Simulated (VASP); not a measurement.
Set up this calculation in VASP 6.6.1, as the native input.

```
Task                   : single point
Functional             : PBE
Potentials or basis    : VASP PAW PBE potentials, release 64 (Zn, Pb_d)
Cutoff                 : 520 eV
k mesh                 : 6 × 6 × 6
Occupations            : gaussian, width 0.1 eV
Spin                   : no spin polarisation
Dipole correction      : no
Further INCAR settings : ALGO = Fast; EDIFF = 1e-06; NBANDS = 41
```

The structure of Zn2Pb3 lies in POSCAR:

```
Zn2Pb3
1.0
    4.9922335196      0.0000000000      0.0000000000
   -2.4961167598      4.3234010496      0.0000000000
    0.0000000000      0.0000000000      7.0187007326
Zn Pb
2 3
Direct
    0.3333333333      0.6666666667      0.2076590970
    0.6666666667      0.3333333333      0.7923409030
    0.0000000000      0.0000000000      0.0000000000
    0.3333333333      0.6666666667      0.6673951554
    0.6666666667      0.3333333333      0.3326048446
```

One way to write it, as run:

INCAR

```
  PREC = Accurate
  ENCUT = 520
  EDIFF = 1E-6
  ISMEAR = 0
  SIGMA = 0.1
  LREAL = False
  LASPH = True
  NELM = 80
  ALGO = Fast
  ISIF = 2
  LWAVE = False
  LCHARG = False
  GGA = PE
  NBANDS = 41
```

KPOINTS

```
Automatic mesh
0
Gamma
  6 6 6
```

Potentials or basis: VASP PAW PBE potentials, release 64 (Zn, Pb_d).

Command:

```sh
$ cat potpaw_PBE.64/Zn/POTCAR potpaw_PBE.64/Pb_d/POTCAR > POTCAR
$ mpirun -np 1 vasp_std > vasp.out
```

Results of the run:

| Quantity | Value |
| --- | --- |
| Pressure | -2.8 GPa |
| Largest force | 0.008 eV/Å |
| Band gap on the k mesh | zero (bands 33 and 34 overlap by 2.01 eV) |

Caveat: spin-orbit coupling is left out, which moves the levels of the heavy elements.

It took 120 s on 1 thread of Intel(R) Xeon(R) 6975P-C (Granite Rapids) (shared host), peak memory 0.37 GiB.
